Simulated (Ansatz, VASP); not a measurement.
## Be: VASP beside Ansatz

INCAR

```
SYSTEM = Be
PREC     = Accurate       ! precision mode
ENCUT    = 520            ! plane-wave cutoff, eV
EDIFF    = 1E-6           ! SCF threshold, eV
ISMEAR   = -1             ! smearing method
SIGMA    = 0.05           ! smearing width, eV
LREAL    = .FALSE.        ! projectors in reciprocal space
LASPH    = .TRUE.         ! aspherical terms in the spheres
NELM     = 80             ! most SCF steps
ALGO     = Normal         ! electronic algorithm
ISIF     = 2              ! what is computed and relaxed
LWAVE    = .FALSE.        ! write WAVECAR
LCHARG   = .FALSE.        ! write CHGCAR
GGA      = PS             ! functional
NBANDS   = 12             ! bands
```

The input KPOINTS:

```
regular mesh
0
G
  9 9 14
  0 0 0
```

Contents of POSCAR:

```
Be
1.0
    3.7468140000     -0.0562022100     -0.0562022100
   -0.0562022100      3.7468140000     -0.0562022100
   -0.0342192000     -0.0342192000      2.2812800000
Be
4
Direct
    0.2974080000      0.2974080000      0.0000000000
    0.7025920000      0.7025920000      0.0000000000
    0.2025920000      0.7974080000      0.5000000000
    0.7974080000      0.2025920000      0.5000000000
```

Input for Ansatz:

```yaml
crystal:
  lattice:
    - [3.746814, -0.05620221, -0.05620221]
    - [-0.05620221, 3.746814, -0.05620221]
    - [-0.0342192, -0.0342192, 2.28128]
  atoms:
    - { symbol: Be, position: [0.297408, 0.297408, 0.0] }
    - { symbol: Be, position: [0.702592, 0.702592, 0.0] }
    - { symbol: Be, position: [0.202592, 0.797408, 0.5] }
    - { symbol: Be, position: [0.797408, 0.202592, 0.5] }
kpoints:
  mp_grid: { grid: [9, 9, 14] }
  band_path:
    path:
      - [0.0, 0.0, 0.0]
      - [0.0, 0.0, 0.5]
      - [-0.4898352755, 0.4898352755, 0.5]
      - [-0.5101647245, -0.4898352755, 0.5]
      - [-0.5, -0.5, 0.5]
      - [0.0, 0.0, 0.0]
      - [-0.5, 0.5, 0.0]
      - [-0.5, 0.0, 0.5]
      - [0.0, 0.0, 0.0]
    npoints: 5
scf:
  occupations: { method: fermi_dirac, width: 0.05 }
hamiltonian:
  xc: pbesol
  pseudopotentials: { kind: all_electron, lapw: { basis_error: 0.001 } }
output:
  forces: true
  stress: true
  eigenvalues: true
```

Change from the starting cell: equal xy, yz and zx shear strains of -3 %.

Alike in both runs: task single point; functional PBEsol; k mesh 9 × 9 × 14; occupations fermi-dirac, width 0.05 eV; no spin polarisation.

```csv
,VASP,Ansatz
version,VASP 6.6.1,Ansatz 0.2.0
potentials or method,"VASP PAW PBE potentials, release 64 (Be), cutoff 520 eV","all-electron LAPW, scalar-relativistic"
```

|  | VASP | Ansatz | Ansatz less VASP |
| --- | --- | --- | --- |
| pressure (GPa) | -0.5 | -0.9 | -0.44 |
| traceless stress, the component that is largest in VASP (GPa) | 4.93 | 4.92 | -0.009 |
| rms of the force components (eV/Å) | 0.056 | 0.056 | -0.0003 |

VASP's potentials were made for PBE, not for PBEsol. Atom by atom the forces differ by 0.002 eV/Å (rms over components). Ansatz ran all-electron here, and VASP with PAW potentials.
